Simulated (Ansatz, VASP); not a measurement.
# TiC in VASP and in Ansatz

```
Ti C
1.0
     0.00000    2.19646    2.19646
     2.19646    0.00000    2.19646
     2.19646    2.19646    0.00000
Ti C
1 1
Direct
  0.00000 0.00000 0.00000
  0.50000 0.50000 0.50000
```

Change from the starting cell: strain +0.015 along x and y, +0.015 along z, atoms carried along.

Alike in both runs: task single point; functional PBEsol; k mesh 18 × 18 × 18; occupations gaussian, width 0.15 eV; no spin polarisation.

|  | VASP | Ansatz |
| --- | --- | --- |
| version | VASP 6.6.1 | Ansatz 0.2.0 |
| potentials or method | VASP PAW PBE potentials, release 64 (Ti_sv, C), cutoff 520 eV | scalar-relativistic, plane waves, PAW |
| valence electrons in the cell | 16 | 16 |

```csv
,VASP,Ansatz,Ansatz less VASP
gap on the k mesh at the Fermi level (eV),none,none,-
pressure (GPa),-15.9,-16.0,-0.17
```

VASP's potentials were made for PBE, not for PBEsol. A gap of «none» marks a metal or a gap that the smearing closes. With one functional, cell and mesh, what is left measures potentials, basis and numerics.
